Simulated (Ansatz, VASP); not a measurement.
**BP: VASP beside Ansatz**

```
B P
1.0
     0.00000    2.26900    2.24631
     2.26900    0.00000    2.24631
     2.26900    2.26900    0.00000
B P
1 1
Direct
  0.00000 0.00000 0.00000
  0.25000 0.25000 0.25000
```

Change from the starting cell: z stretched by -1 %, ions relaxed.

Alike in both runs: functional PBE; k mesh 16 × 16 × 16; occupations fermi-dirac, width 0.02 eV; no spin polarisation.

Ansatz relaxed the structure, and its values are those at the end. VASP's run is a single point on that final structure, the one shown.

|  | VASP | Ansatz |
| --- | --- | --- |
| version | VASP 6.6.1 | Ansatz 0.2.0 |
| potentials or method | VASP PAW PBE potentials, release 64 (B, P) | plane-wave PAW, scalar-relativistic |
| plane-wave cutoff (eV) | 520 | 420 |
| valence electrons in the cell | 8 | 8 |

VASP gave:

* gap on the k mesh at the Fermi level (eV): 1.08
* pressure (GPa): 2.6

Q: Estimate Ansatz's values.

A: gap on the k mesh at the Fermi level (eV): 1.09; pressure (GPa): 2.8.

With one functional, cell and mesh, what is left measures potentials, basis and numerics. Ansatz's warnings: stress scf threshold loose.
